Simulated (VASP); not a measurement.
A run of VASP 6.6.1 is set up as follows.

File INCAR:

```
SYSTEM = KTaO3
PREC = Accurate
ENCUT = 520
EDIFF = 1E-6
ISMEAR = 0
SIGMA = 0.05
LREAL = .FALSE.
LASPH = .TRUE.
NELM = 80
ALGO = Normal
ISIF = 2
LWAVE = .FALSE.
LCHARG = .FALSE.
GGA = PE
NBANDS = 27
```

The input KPOINTS:

```
Automatic mesh
0
G
  8 8 8
  0 0 0
```

POSCAR

```
KTaO3
1.0
    3.8368901657      0.0000000000      0.0000000000
    0.0000000000      4.1186297142      0.0000000000
    0.0000000000      0.0000000000      4.0248506931
K Ta O
1 1 3
Direct
    0.5000000000      0.5000000000      0.5000000000
    0.0000000000      0.0000000000      0.0000000000
    0.5000000000      0.0000000000      0.0000000000
    0.0000000000      0.5000000000      0.0000000000
    0.0000000000      0.0000000000      0.5000000000
```

Potentials or basis: VASP PAW PBE potentials, release 64 (K_sv, Ta_pv, O).

The run is started by

```sh
$ cat potpaw_PBE.64/K_sv/POTCAR potpaw_PBE.64/Ta_pv/POTCAR potpaw_PBE.64/O/POTCAR > POTCAR
$ mpirun -np 1 vasp_std > vasp.out
```

Problem. Predict the pressure.

Solution. 7.1 GPa.

Problem. Estimate the band gap on the k mesh.

Solution. 2.05 eV (least direct gap 2.64 eV).

Stress tensor (GPa, compression positive):
```
23.49  0.00  0.00
 0.00 -4.84  0.00
 0.00  0.00  2.63
```

Caveat: the cell differs from its parent crystal (normal strain along x -0.0467, normal strain along y +0.0233); the cell stands under pressure; spin-orbit coupling is left out, which moves the levels of the heavy elements. A k mesh can miss the band edges.
